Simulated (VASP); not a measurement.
# HfC (Fm-3m) in VASP: a series of runs

Runs on HfC. Level: PBE+D3(BJ). Tasks: single point.

Everything below comes from runs of VASP 6.6.1. Logs are shortened: lines on timing, memory, paths and dates and some standing lists are left out, and cuts for length are marked.

## 1. The cell of the first run

It takes space group Fm-3m (No. 225, cubic). The conventional cell has a = 4.650 Å, b = 4.650 Å, c = 4.650 Å, α = 90.00°, β = 90.00°, γ = 90.00°. Hf (site symmetry m-3m) has 6 C at 2.33 Å within 3.1 Å. C (site symmetry m-3m) has 6 Hf at 2.33 Å within 3.1 Å.

## 2. Single point, PBE+D3(BJ)

File INCAR:

```
PREC = Accurate
ENCUT = 520
EDIFF = 1E-6
ISMEAR = 1
SIGMA = 0.1
LREAL = F
LASPH = T
NELM = 80
ALGO = Normal
ISIF = 2
LWAVE = F
LCHARG = T
GGA = PE
IVDW = 12
LELF = T
LVHAR = T
NBANDS = 14
```

File KPOINTS:

```
Automatic mesh
0
Gamma
  11 11 11
```

File POSCAR:

```
HfC
1.0
    0.0000000000      2.3250000000      2.3250000000
    2.3250000000      0.0000000000      2.3250000000
    2.3250000000      2.3250000000      0.0000000000
Hf C
1 1
Direct
    0.5000000000      0.5000000000      0.5000000000
    0.0000000000      0.0000000000      0.0000000000
```

Potentials or basis: VASP PAW PBE potentials, release 64 (Hf_pv, C).

On the command line:

```bash
> cat potpaw_PBE.64/Hf_pv/POTCAR potpaw_PBE.64/C/POTCAR > POTCAR
> mpirun -np 1 vasp_std > vasp.out
```

OUTCAR:

```text
PREC = Accurate
   ENCUT = 520
   EDIFF = 1E-6
   ISMEAR = 1
   LREAL = F
   LASPH = T
   NELM = 80
   ISIF = 2
   GGA = PE
   IVDW = 12
 IVDW          = 12

 ion  position               nearest neighbor table
   1  0.500  0.500  0.500-   2 2.33   2 2.33   2 2.33   2 2.33   2 2.33   2 2.33
   2  0.000  0.000  0.000-   1 2.33   1 2.33   1 2.33   1 2.33   1 2.33   1 2.33

  LATTYP: Found a face centered cubic cell.
 ALAT       =     4.6500000000

  Lattice vectors:

 A1 = (   0.0000000000,   2.3250000000,   2.3250000000)
 A2 = (   2.3250000000,   0.0000000000,   2.3250000000)
 A3 = (   2.3250000000,   2.3250000000,   0.0000000000)

Analysis of symmetry for initial positions (statically):
=====================================================================
 Subroutine PRICEL returns:
 Original cell was already a primitive cell.

 Routine SETGRP: Setting up the symmetry group for a
 face centered cubic supercell.

 Subroutine GETGRP returns: Found 48 space group operations
 (whereof 48 operations were pure point group operations)
 out of a pool of 48 trial point group operations.

The static configuration has the point symmetry O_h .

Analysis of symmetry for dynamics (positions and initial velocities):
=====================================================================
 Subroutine PRICEL returns:
 Original cell was already a primitive cell.

 Routine SETGRP: Setting up the symmetry group for a
 face centered cubic supercell.

 Subroutine GETGRP returns: Found 48 space group operations
 (whereof 48 operations were pure point group operations)
 out of a pool of 48 trial point group operations.

The dynamic configuration has the point symmetry O_h .

 Subroutine INISYM returns: Found 48 space group operations
 (whereof 48 operations are pure point group operations),
 and found     1 'primitive' translations

----------------------------------------------------------------------------------------

                                     Primitive cell

  volume of cell :      25.1362

  direct lattice vectors                    reciprocal lattice vectors
     0.000000000  2.325000000  2.325000000    -0.215053763  0.215053763  0.215053763
     2.325000000  0.000000000  2.325000000     0.215053763 -0.215053763  0.215053763
     2.325000000  2.325000000  0.000000000     0.215053763  0.215053763 -0.215053763

  length of vectors
     3.288046533  3.288046533  3.288046533     0.372484045  0.372484045  0.372484045

  position of ions in fractional coordinates (direct lattice)
     0.500000000  0.500000000  0.500000000
     0.000000000  0.000000000  0.000000000

  ion indices of the primitive-cell ions
   primitive index   ion index
                 1           1
                 2           2

----------------------------------------------------------------------------------------

 KPOINTS: Automatic mesh

Automatic generation of k-mesh.
 Grid dimensions read from file:
 generate k-points for:   11   11   11

 Generating k-lattice:

  Cartesian coordinates                     Fractional coordinates (reciprocal lattice)
    -0.019550342  0.019550342  0.019550342     0.090909091  0.000000000  0.000000000
     0.019550342 -0.019550342  0.019550342     0.000000000  0.090909091  0.000000000
     0.019550342  0.019550342 -0.019550342     0.000000000  0.000000000  0.090909091

  Length of vectors
     0.033862186  0.033862186  0.033862186

  Shift w.r.t. Gamma in fractional coordinates (k-lattice)
     0.000000000  0.000000000  0.000000000

 Subroutine IBZKPT returns following result:
 ===========================================

 Found     56 irreducible k-points:

 Following reciprocal coordinates:
            Coordinates               Weight
  0.000000  0.000000  0.000000      1.000000
  0.090909  0.000000  0.000000      8.000000
  0.181818  0.000000  0.000000      8.000000
  0.272727  0.000000  0.000000      8.000000
  0.363636  0.000000  0.000000      8.000000
  0.454545  0.000000  0.000000      8.000000
[... 16 lines left out ...]
 -0.272727  0.181818  0.000000     24.000000
 -0.181818  0.181818  0.000000     12.000000
 [... further k-points ...]
   k-points           NKPTS =     56   k-points in BZ     NKDIM =     56   number of bands    NBANDS=     14
   number of dos      NEDOS =    301   number of ions     NIONS =      2
   total plane-waves  NPLWV =  13824
   dimension x,y,z NGX =    24 NGY =   24 NGZ =   24
   dimension x,y,z NGXF=    48 NGYF=   48 NGZF=   48
   ions per type =               1   1
   NGX,Y,Z   is equivalent  to a cutoff of  12.13, 12.13, 12.13 a.u.
   NGXF,Y,Z  is equivalent  to a cutoff of  24.27, 24.27, 24.27 a.u.
 SYSTEM =  unknown system
   PREC   = accura    normal or accurate (medium, high low for compatibility)
   ISTART =      0    job   : 0-new  1-cont  2-samecut
   ICHARG =      2    charge: 1-file 2-atom 10-const
   ISPIN  =      1    spin polarized calculation?
   LNONCOLLINEAR =      F non collinear calculations
   LSORBIT =      F    spin-orbit coupling
   LASPH  =      T    aspherical Exc in radial PAW
   ENCUT  =  520.0 eV  38.22 Ry    6.18 a.u.   6.11  6.11  6.11*2*pi/ulx,y,z
   NELM   =     80;   NELMIN=  2; NELMDL= -5     # of ELM steps
   EDIFF  = 0.1E-05   stopping-criterion for ELM
   LREAL  =      F    real-space projection
   EDIFFG = 0.1E-04   stopping-criterion for IOM
   NSW    =      0    number of steps for IOM
   IBRION =     -1    ionic relax: 0-MD 1-quasi-New 2-CG
   NFREE  =      0    steps in history (QN), initial steepest desc. (CG)
   ISIF   =      2    stress and relaxation
   ISYM   =      2    0-nonsym 1-usesym 2-fastsym
   POTIM  = 0.5000    time-step for ionic-motion
   TEBEG  =    0.0;   TEEND  =   0.0 temperature during run
   PSTRESS=    0.0 pullay stress
   NELECT =      14.0000    total number of electrons
   NUPDOWN=      -1.0000    fix difference up-down
   EMIN   =  10.00;   EMAX   =-10.00  energy-range for DOS
   EFERMI =   0.00;   METHOD = LEGACY
   ISMEAR =     1;   SIGMA  =   0.10  broadening in eV -4-tet -1-fermi 0-gaus
   EFERMI_NEDOS =   21; number of points for ismear=-14 and -15
   IALGO  =     38    algorithm
   IMIX   =      4    mixing-type and parameters
     AMIX     =   0.40;   BMIX     =  1.00
     AMIX_MAG =   1.60;   BMIX_MAG =  1.00
  volume/ion in A,a.u.               =      12.57        84.81
  Fermi-wavevector in a.u.,A,eV,Ry     =   1.346949  2.545365 24.684672  1.814272
  Thomas-Fermi vector in A             =   2.474740
   LORBIT       =      0    0 simple, 1 ext, 2 COOP (PROOUT), +10 PAW based schemes
   GGA     = PE    functional components
   LHFCALC =     F    Hartree Fock is set to
   AEXX    =    0.0000 exact exchange contribution
   IVDW    =    12    specifies the selected vdW correction
   LEPSILON=     F    determine dielectric tensor
   LRPA    =     F    only Hartree local field effects (RPA)
 non-spin polarized calculation
 Methfessel and Paxton  Order N= 1 SIGMA  =   0.10
  energy-cutoff  :      520.00
  volume of cell :       25.14
 maximum number of plane-waves:       690
   NGX = 13   NGY = 13   NGZ = 13

 number of electron      14.0000000 magnetization

 Free energy of the ion-electron system (eV)
  ---------------------------------------------------
  ext. energy  EPLUGINS =         0.00000000
  ---------------------------------------------------
  free energy    TOTEN  =       -21.04415665 eV

  energy without entropy =      -21.04362204  energy(sigma->0) =      -21.04397844

 E-fermi :   6.0455     XC(G=0): -12.2853

 val. band max:        5.8297617421   @ k =   0.4545   0.4545   0.0000
 cond. band min:       6.0685653500   @ k =  -0.4545   0.4545   0.0000
 fundamental gap:      0.2388036079
 Fermi energy:         6.0455256711

 k-point     1 :       0.0000    0.0000    0.0000
  band No.  band energies     occupation
      1     -23.6211      2.00000
      2     -23.6211      2.00000
      3     -23.6211      2.00000
      4      -6.3543      2.00000
      5       6.9559     -0.00000
      6       6.9559     -0.00000
      7       6.9559     -0.00000
      8       7.3438     -0.00000
      9       7.3438     -0.00000
     10       7.3438     -0.00000
     11       9.3429      0.00000
     12       9.3429      0.00000
     13      12.7830      0.00000
     14      16.9540      0.00000

 k-point     2 :       0.0909    0.0000    0.0000
  band No.  band energies     occupation
      1     -23.6783      2.00000
      2     -23.6266      2.00000
      3     -23.6266      2.00000
      4      -6.1475      2.00000
      5       5.7420      2.00015
      6       6.0868      0.36275
      7       6.0868      0.36274
      8       7.7022     -0.00000
      9       7.7022     -0.00000
     10       8.0514      0.00000
     11      10.2833      0.00000
     12      10.2833      0.00000
     13      13.2448      0.00000
     14      17.5319      0.00000

 k-point     3 :       0.1818    0.0000    0.0000
  band No.  band energies     occupation
      1     -23.8282      2.00000
      2     -23.6413      2.00000
      3     -23.6413      2.00000
      4      -5.5617      2.00000
      5       4.1296      2.00000
      6       4.9403      2.00000
      7       4.9403      2.00000
      8       8.3297      0.00000
      9       8.3297      0.00000
     10       8.5540      0.00000
     11      12.0473      0.00000
     12      12.0473      0.00000
     13      14.2734      0.00000
     14      18.9645      0.00000

 k-point     4 :       0.2727    0.0000    0.0000
  band No.  band energies     occupation
      1     -24.0178      2.00000
      2     -23.6605      2.00000
      3     -23.6605      2.00000
      4      -4.6909      2.00000
      5       2.5325      2.00000
      6       3.9981      2.00000
      7       3.9981      2.00000
      8       9.1046      0.00000
      9       9.2510      0.00000
     10       9.2510      0.00000
     11      13.9720      0.00000
     12      13.9720      0.00000
     13      15.0830      0.00000
     14      19.6878      0.00000

 k-point     5 :       0.3636    0.0000    0.0000
  band No.  band energies     occupation
      1     -24.1858      2.00000
      2     -23.6780      2.00000
      3     -23.6780      2.00000
      4      -3.6741      2.00000
      5       1.0900      2.00000
      6       3.3467      2.00000
      7       3.3467      2.00000
      8       9.9765      0.00000
      9      10.3175      0.00000
     10      10.3175      0.00000
     11      14.6101      0.00000
[... 276 lines left out ...]
 k-point    22 :      -0.3636    0.1818    0.0000
  band No.  band energies     occupation
      1     -24.1926      2.00000
      2     -23.8384      2.00000
      3     -23.7054      2.00000
      4      -3.1775      2.00000
      5       0.7467      2.00000
      6       3.2610      2.00000
      7       3.2869      2.00000
      8      10.4488      0.00000
      9      10.4573      0.00000
     10      11.0340      0.00000
     11      14.1650      0.00000
     12      15.6651      0.00000
     13      17.2613      0.00000
     14      19.5932      0.00000

 k-point    23 :      -0.2727    0.1818    0.0000
  band No.  band energies     occupation
      1     -24.1052      2.00000
      2     -23.8230      2.00000
      3     -23.6756      2.00000
      4      -3.7550      2.00000
      5       1.3808      2.00000
      6       3.3640      2.00000
      7       3.6088      2.00000
      8       9.4411      0.00000
      9      10.1095      0.00000
     10      11.5191      0.00000
     11      12.7188      0.00000
     12      15.4275      0.00000
     13      16.9889      0.00000
     14      19.6647      0.00000

 k-point    24 :      -0.1818    0.1818    0.0000
  band No.  band energies     occupation
      1     -23.9964      2.00000
      2     -23.7692      2.00000
      3     -23.6503      2.00000
      4      -4.5025      2.00000
      5       2.3341      2.00000
      6       3.7221      2.00000
      7       4.0813      2.00000
      8       8.6500      0.00000
      9       9.7439      0.00000
     10      10.7313      0.00000
     11      11.6170      0.00000
     12      15.5582      0.00000
     13      15.5820      0.00000
     14      19.7047      0.00000

 [... further k-points ...]

------------------------ aborting loop because EDIFF is reached ----------------------------------------

 Edisp (eV)   -0.71620

 E8    (eV) :    -0.3410

  FORCE on cell =-STRESS in cart. coord.  units (eV):
  Direction    XX          YY          ZZ          XY          YZ          ZX
  --------------------------------------------------------------------------------------
  -------------------------------------------------------------------------------------
  Total      -0.80781    -0.80781    -0.80781     0.00000     0.00000     0.00000
  in kB     -51.48989   -51.48989   -51.48989     0.00000     0.00000     0.00000
  external pressure =      -51.49 kB  Pullay stress =        0.00 kB

 VOLUME and BASIS-vectors are now :
 -----------------------------------------------------------------------------
  energy-cutoff  :      520.00
  volume of cell :       25.14
      direct lattice vectors                 reciprocal lattice vectors
     0.000000000  2.325000000  2.325000000    -0.215053763  0.215053763  0.215053763
     2.325000000  0.000000000  2.325000000     0.215053763 -0.215053763  0.215053763
     2.325000000  2.325000000  0.000000000     0.215053763  0.215053763 -0.215053763

 POSITION                                       TOTAL-FORCE (eV/Angst)
 -----------------------------------------------------------------------------------
      2.32500      2.32500      2.32500        -0.000000      0.000000      0.000000
      0.00000      0.00000      0.00000         0.000000     -0.000000     -0.000000
 -----------------------------------------------------------------------------------
    total drift:                                0.000000     -0.000000      0.000000

  FREE ENERGIE OF THE ION-ELECTRON SYSTEM (eV)
  ---------------------------------------------------
  free  energy   TOTEN  =       -21.7603521400 eV

  energy  without entropy=      -21.7598175290  energy(sigma->0) =      -21.76017394
```

Run time: 12 s. Hardware: 1 thread of Intel Xeon Platinum 8259CL at 2.50GHz (Skylake/Cascade Lake), shared host; peak memory 0.16 GiB.

What came out:

```yaml
Free_energy: -21.7604 eV
Pressure: -5.1 GPa
Band_gap_on_the_k_mesh: zero (band 7 reaches 6.96 eV, above the bottom of band 8 at 5.53 eV)
Dispersion_energy_per_atom: -0.358 eV
```

Caveat: spin-orbit coupling is left out, which moves the levels of the heavy elements; pairwise dispersion overbinds metals, which lowers pressure and volume.

## 3. Single point, PBE+D3(BJ)

This run uses another cell than the first one, of 13.07 Å³/atom, 1.040 times its volume.

File INCAR:

```
SYSTEM = HfC
PREC = Accurate ; ENCUT = 520
EDIFF = 1E-6 ; ISMEAR = 1
SIGMA = 0.1 ; LREAL = .False.
LASPH = .True. ; NELM = 100
ALGO = Normal ; ISIF = 2
LWAVE = .False. ; LCHARG = .False.
GGA = PE ; IVDW = 12
NBANDS = 14
```

File KPOINTS:

```
Automatic mesh
0
Gamma
  11 11 11
  0 0 0
```

File POSCAR:

```
HfC
1.0
    0.0000000000      2.3555956139      2.3555956139
    2.3555956139      0.0000000000      2.3555956139
    2.3555956139      2.3555956139      0.0000000000
Hf C
1 1
Direct
    0.5000000000      0.5000000000      0.5000000000
    0.0000000000      0.0000000000      0.0000000000
```

Potentials or basis: VASP PAW PBE potentials, release 64 (Hf_pv, C).

On the command line:

```bash
> cat potpaw_PBE.64/Hf_pv/POTCAR potpaw_PBE.64/C/POTCAR > POTCAR
> mpirun -np 1 vasp_std > vasp.out
```

It took 21 s on 1 thread of Intel Xeon Platinum 8259CL at 2.50GHz (Skylake/Cascade Lake), shared host; peak memory 0.18 GiB.

The run converged. Its results:

- Free energy: -21.7016 eV
- Pressure: -13.4 GPa
- Band gap on the k mesh: zero (band 7 reaches 6.64 eV, above the bottom of band 8 at 5.23 eV)
- Dispersion energy per atom: -0.344 eV

Levels at points of the mesh, in eV from the Fermi level:
```
           k point  band 4  band 5  band 6  band 7  band 8  band 9  band 10  band 11
(0.00, 0.00, 0.00)  -12.20    0.89    0.89    0.89    1.29    1.29     1.29     3.18
```

Caveat: spin-orbit coupling is left out, which moves the levels of the heavy elements; pairwise dispersion overbinds metals, which lowers pressure and volume.

## 4. Single point, PBE+D3(BJ)

This run uses another cell than the first one, of 13.57 Å³/atom, 1.080 times its volume.

File INCAR:

```
PREC     = Accurate       # precision mode
ENCUT    = 520            # plane-wave cutoff, eV
EDIFF    = 1E-6           # SCF threshold, eV
ISMEAR   = 1              # smearing method
SIGMA    = 0.1            # smearing width, eV
LREAL    = False          # projectors in reciprocal space
LASPH    = True           # aspherical terms in the spheres
NELM     = 60             # most SCF steps
ALGO     = Normal         # electronic algorithm
ISIF     = 2              # what is computed and relaxed
LWAVE    = False          # write WAVECAR
LCHARG   = False          # write CHGCAR
GGA      = PE             # functional
IVDW     = 12             # dispersion correction
NBANDS   = 14             # bands
```

File KPOINTS:

```
regular mesh
0
Gamma
  11 11 11
```

File POSCAR:

```
HfC
1.0
    0.0000000000      2.3854164456      2.3854164456
    2.3854164456      0.0000000000      2.3854164456
    2.3854164456      2.3854164456      0.0000000000
Hf C
1 1
Direct
    0.5000000000      0.5000000000      0.5000000000
    0.0000000000      0.0000000000      0.0000000000
```

On the command line:

```bash
> cat potpaw_PBE.64/Hf_pv/POTCAR potpaw_PBE.64/C/POTCAR > POTCAR
> mpirun -np 1 vasp_std > vasp.out
```

Wall time 21 s (1 thread of Intel Xeon Platinum 8259CL at 2.50GHz (Skylake/Cascade Lake), shared host); peak memory 0.18 GiB.

It converged, with:

```
Free energy                : -21.5958 eV
Pressure                   : -20.2 GPa
Band gap on the k mesh     : zero (band 7 reaches 6.34 eV, above the bottom of band 8 at 4.96 eV)
Dispersion energy per atom : -0.330 eV
```

Levels at points of the mesh, in eV from the Fermi level:
```csv
k point,band 3,band 4,band 5,band 6,band 7,band 8,band 9,band 10,band 11,band 12
"(0.00, 0.00, 0.00)",-30.03,-12.00,0.88,0.88,0.88,1.27,1.27,1.27,3.06,3.06
```

Caveat: spin-orbit coupling is left out, which moves the levels of the heavy elements; pairwise dispersion overbinds metals, which lowers pressure and volume.

## 5. Single point, PBE+D3(BJ)

This run uses another cell than the first one, of 14.08 Å³/atom, 1.120 times its volume.

File INCAR:

```
SYSTEM = HfC
  ALGO = Normal
  EDIFF = 1E-6
  ENCUT = 520
  GGA = PE
  ISIF = 2
  ISMEAR = 1
  IVDW = 12
  LASPH = .TRUE.
  LCHARG = .TRUE.
  LELF = .TRUE.
  LREAL = .FALSE.
  LVHAR = .TRUE.
  LWAVE = .FALSE.
  NBANDS = 14
  NELM = 80
  PREC = Accurate
  SIGMA = 0.1
```

File KPOINTS:

```
k-points
0
G
  11 11 11
  0 0 0
```

File POSCAR:

```
HfC
1.0
    0.0000000000      2.4145097574      2.4145097574
    2.4145097574      0.0000000000      2.4145097574
    2.4145097574      2.4145097574      0.0000000000
Hf C
1 1
Direct
    0.5000000000      0.5000000000      0.5000000000
    0.0000000000      0.0000000000      0.0000000000
```

On the command line:

```bash
> cat potpaw_PBE.64/Hf_pv/POTCAR potpaw_PBE.64/C/POTCAR > POTCAR
> mpirun -np 1 vasp_std > vasp.out
```

It took 22 s on 1 thread of Intel Xeon Platinum 8259CL at 2.50GHz (Skylake/Cascade Lake), shared host; peak memory 0.17 GiB.

Results (log left out):

```yaml
Free_energy: -21.4518 eV
Pressure: -25.6 GPa
Band_gap_on_the_k_mesh: zero (band 7 reaches 6.06 eV, above the bottom of band 8 at 4.70 eV)
Dispersion_energy_per_atom: -0.318 eV
```

Levels at points of the mesh, in eV from the Fermi level:
| k point | band 4 | band 5 | band 6 | band 7 | band 8 | band 9 | band 10 | band 11 |
| --- | --- | --- | --- | --- | --- | --- | --- | --- |
| (0.00, 0.00, 0.00) | -11.82 | 0.86 | 0.86 | 0.86 | 1.26 | 1.26 | 1.26 | 2.95 |

Caveat: spin-orbit coupling is left out, which moves the levels of the heavy elements; pairwise dispersion overbinds metals, which lowers pressure and volume.

## 6. Overview

| cell | gap on the mesh (eV) | pressure (GPa) |
| --- | --- | --- |
| a = 3.288 Å, angles 60.0°, 2 atoms | none | -5.1 |
| a = 3.331 Å, angles 60.0°, 2 atoms | none | -13.4 |
| a = 3.373 Å, angles 60.0°, 2 atoms | none | -20.2 |
| a = 3.415 Å, angles 60.0°, 2 atoms | none | -25.6 |

Alike in all rows: task single point; level PBE+D3(BJ); potentials or basis VASP PAW PBE potentials, release 64 (Hf_pv, C); no spin polarisation; k mesh 11 × 11 × 11; cutoff (eV) 520; smearing methfessel-paxton 0.1 eV.

Caveats: spin-orbit coupling is left out, which moves the levels of the heavy elements; pairwise dispersion overbinds metals, which lowers pressure and volume.

Absolute energies hang on the potentials; compare differences alone.
